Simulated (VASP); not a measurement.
Crystal: Be2Al5.

```
Be Al
1.0
     4.63839    0.00000    0.00000
     0.00000    4.63839    0.00000
     0.00000    0.00000    4.88376
Be Al
2 5
Direct
  0.50000 0.00000 0.00000
  0.00000 0.50000 0.00000
  0.78107 0.78107 0.50000
  0.21893 0.21893 0.50000
  0.21893 0.78107 0.50000
  0.78107 0.21893 0.50000
  0.50000 0.50000 0.50000
```

The cell was generated, and may not be a known phase.

- Program: VASP 6.6.1
- Task: relaxation of cell and atoms
- Functional: PBE
- Potentials or basis: VASP PAW PBE potentials, release 64 (Be, Al)
- Cutoff: 600 eV
- k mesh: 4 × 4 × 4
- Occupations: gaussian, width 0.1 eV
- Spin: no spin polarisation

At the start: pressure 72.3 GPa; volume 15.01 Å³/atom.

Where does the relaxation end?

Over 22 steps the energy falls by 3257.8 meV/atom and the volume is 15.93 Å³/atom (+6.1 %); space group P4/mmm (No. 123, to 0.1 Å) before and after.

Step by step:
| step | energy change (eV) | largest force (eV/Å) | pressure (GPa) | volume (Å³) |
| --- | --- | --- | --- | --- |
| 1 | 0.0000 | 2.6460 | 72.26 | 105.07 |
| 2 | -15.6471 | 0.3002 | -8.59 | 226.96 |
| 3 | -17.8543 | 1.1797 | -3.38 | 169.96 |
| 4 | -17.8552 | 1.1125 | -4.78 | 175.19 |
| 5 | -17.8655 | 1.1527 | -4.07 | 172.43 |
| 6 | -18.9782 | 0.2382 | -4.96 | 160.54 |
| 7 | -20.6409 | 1.0632 | -4.46 | 137.70 |
| 8 | -18.0409 | 2.8430 | 39.86 | 88.75 |
| 9 | -20.6990 | 1.3291 | -3.59 | 132.26 |
| 10 | -21.2735 | 1.8183 | 2.31 | 113.79 |
| 11 | -22.3530 | 1.2712 | 3.19 | 109.54 |
| 12 | -22.4097 | 1.1561 | 3.99 | 108.57 |
| 13 | -22.1972 | 0.8967 | 7.52 | 106.46 |
| 14 | -22.4152 | 1.1016 | 4.41 | 108.28 |
| 15 | -22.6531 | 0.5717 | -1.95 | 116.17 |
| 16 | -22.6546 | 0.5365 | -2.36 | 116.84 |
| 17 | -22.7594 | 0.2840 | -1.31 | 114.29 |
| 18 | -22.7942 | 0.0549 | 0.03 | 111.77 |
| 19 | -22.7945 | 0.0176 | -0.11 | 112.01 |
| 20 | -22.8027 | 0.0801 | 0.05 | 111.34 |
| 21 | -22.8040 | 0.0629 | 0.00 | 111.51 |
| 22 | -22.8048 | 0.0233 | -0.02 | 111.52 |

Final structure:
```
CELL_PARAMETERS angstrom
6.53999 0.00000 0.00000
0.00000 6.53999 0.00000
0.00000 0.00000 2.60737
ATOMIC_POSITIONS crystal
Be 0.50000 0.00000 0.00000
Be 0.00000 0.50000 0.00000
Al 0.79073 0.79073 0.50000
Al 0.20927 0.20927 0.50000
Al 0.20927 0.79073 0.50000
Al 0.79073 0.20927 0.50000
Al 0.50000 0.50000 0.50000
```

Caveat: the highest band is partly filled, so the run has too few bands; a cell axis changed by over 15 % at a fixed basis, so the end point is rough.
